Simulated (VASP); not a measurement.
HfSnTeS3, 6 atoms in the cell. Symmetry: P-6m2, No. 187, hexagonal system. Conventional cell: a = 7.077 Å, b = 7.077 Å, c = 5.058 Å, α = 90.00°, β = 90.00°, γ = 120.00°. Hf (site symmetry -6m2) has 6 S at 2.99 Å within 3.9 Å. Within 3.3 Å of Sn (site symmetry -6m2) lie 3 S at 2.50 Å and 2 Te at 2.53 Å. Within 3.3 Å of Te (site symmetry -6m2) lie 2 Sn at 2.53 Å. Within 3.3 Å of S (site symmetry mm2) lie 1 Sn at 2.50 Å and 2 S at 2.75 Å and 2 Hf at 2.99 Å. 

| Item | Value |
| --- | --- |
| Program | VASP 6.6.1 |
| Task | single point |
| Functional | PBE |
| Potentials or basis | VASP PAW PBE potentials, release 64 (Hf_pv, Sn_d, Te, S) |
| Cutoff | 500 eV |
| k mesh | 6 × 6 × 8 |
| Occupations | gaussian, width 0.1 eV |
| Spin | no spin polarisation |
| Dipole correction | no |
| Further INCAR settings | ALGO = Normal; EDIFF = 1e-06; NBANDS = 33 |

Potentials or basis: VASP PAW PBE potentials, release 64 (Hf_pv, Sn_d, Te, S).

Launch:

```sh
$ cat potpaw_PBE.64/Hf_pv/POTCAR potpaw_PBE.64/Sn_d/POTCAR potpaw_PBE.64/Te/POTCAR potpaw_PBE.64/S/POTCAR > POTCAR
$ mpirun -np 1 vasp_std > vasp.out
```

Hardware: 1 thread of Oxide Virtual Turin-like Processor, on a shared host.

Question: How long does it take, and how much memory?

Answer: It took 11 min on 1 thread of Oxide Virtual Turin-like Processor, on a shared host, peak memory 0.47 GiB. Counts: scf iterations 17, k points 35.
